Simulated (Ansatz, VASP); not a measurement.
Two plane-wave programs on MgO

```xyz
2
Lattice="0.0000 2.1410 2.1410 2.1410 0.0000 2.1410 2.1410 2.1410 0.0000" Properties=species:S:1:pos:R:3 pbc="T T T"
Mg    0.0000    0.0000    0.0000
O     2.1410    2.1410    2.1410
```

Alike in both runs: task single point; functional PBE; k mesh 8 × 8 × 8; occupations fermi-dirac, width 0.02 eV; no spin polarisation.

|  | VASP | Ansatz |
| --- | --- | --- |
| version | VASP 6.6.1 | Ansatz 0.2.0 |
| potentials or method | VASP PAW PBE potentials, release 64 (Mg, O), cutoff 600 eV | PAW, plane waves, scalar-relativistic |
| valence electrons in the cell | 8 | 16 |

```tsv
	VASP	Ansatz	Ansatz less VASP
gap on the k mesh at the Fermi level (eV)	4.26	4.28	+0.018
pressure (GPa)	-3.9	-2.8	+1.03
```

The functional is the same, so the differences come from potentials, cutoffs and numerics. VASP's potentials hold 8 valence electrons a cell and Ansatz's 16, so a difference there can come from the potentials and not from the codes.
